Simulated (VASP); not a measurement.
Crystal: Be3Te2S.

```
Be Te S
1.0
     0.11224    0.00945   -6.05004
    -0.06277    6.59695   -0.00992
     5.74328   -3.35303   -0.09741
Be Te S
6 4 2
Direct
  0.14738 0.13190 0.99791
  0.64846 0.86202 0.98973
  0.13291 0.52163 0.67418
  0.63626 0.46681 0.27227
  0.59902 0.16926 0.73830
  0.13506 0.84220 0.32627
  0.48698 0.48742 0.66940
  0.97825 0.49142 0.30067
  0.99284 0.19613 0.69711
  0.50012 0.80907 0.31093
  0.49502 0.18801 0.02509
  0.99769 0.83411 0.99813
```

```yaml
Program: VASP 6.6.1
Task: relaxation of cell and atoms
Functional: PBE
Potentials_or_basis: VASP PAW PBE potentials, release 64 (Be, Te, S)
Cutoff: 600 eV
k_mesh: 2 × 4 × 4
Occupations: gaussian, width 0.1 eV
Spin: no spin polarisation
```

At the start: pressure 5.7 GPa; volume 18.99 Å³/atom.

Task: Where does the relaxation end?

Result: Over 14 steps the energy falls by 180.4 meV/atom and the volume is 19.68 Å³/atom (+3.6 %); space group P1 (No. 1, to 0.1 Å) before, Cmc2_1 (No. 36, to 0.1 Å).

The path:
```tsv
step	energy change (eV)	largest force (eV/Å)	pressure (GPa)	volume (Å³)
1	0.0000	4.0873	5.68	227.88
2	-1.4903	1.1478	-2.92	250.38
3	-1.5498	1.3281	-1.82	245.36
4	-1.9314	0.6193	-0.89	240.07
5	-2.0268	0.6599	0.19	235.91
6	-2.1014	0.3778	0.12	235.97
7	-2.1290	0.2536	0.11	236.02
8	-2.1532	0.1448	-0.10	236.64
9	-2.1541	0.1463	-0.14	236.79
10	-2.1619	0.0817	0.03	236.14
11	-2.1629	0.0810	0.12	235.82
12	-2.1647	0.0391	-0.06	236.45
13	-2.1647	0.0325	-0.09	236.57
14	-2.1651	0.0167	0.04	236.12
```

Final structure:
```
Be Te S
1.0
    -0.00193   -0.00033   -6.27385
    -0.00056    6.58279    0.00045
     5.71755   -3.29235   -0.00315
Be Te S
6 4 2
Cartesian
  5.7171 -2.3923 -0.9686
  -0.0007 5.6824 -4.1034
  4.0065 1.2275 -0.6953
  1.7080 2.0601 -3.8314
  4.0073 -1.2305 -3.8308
  1.7077 4.5220 -0.6938
  3.8553 1.1122 -3.1339
  1.8588 2.1802 -6.2695
  3.8543 -1.1121 -6.2697
  1.8615 4.4023 -3.1328
  5.7162 -2.2782 -3.1503
  5.7162 2.2748 -0.0145
```

Caveat: the k points lie up to 0.50 Å⁻¹ apart in the final cell.
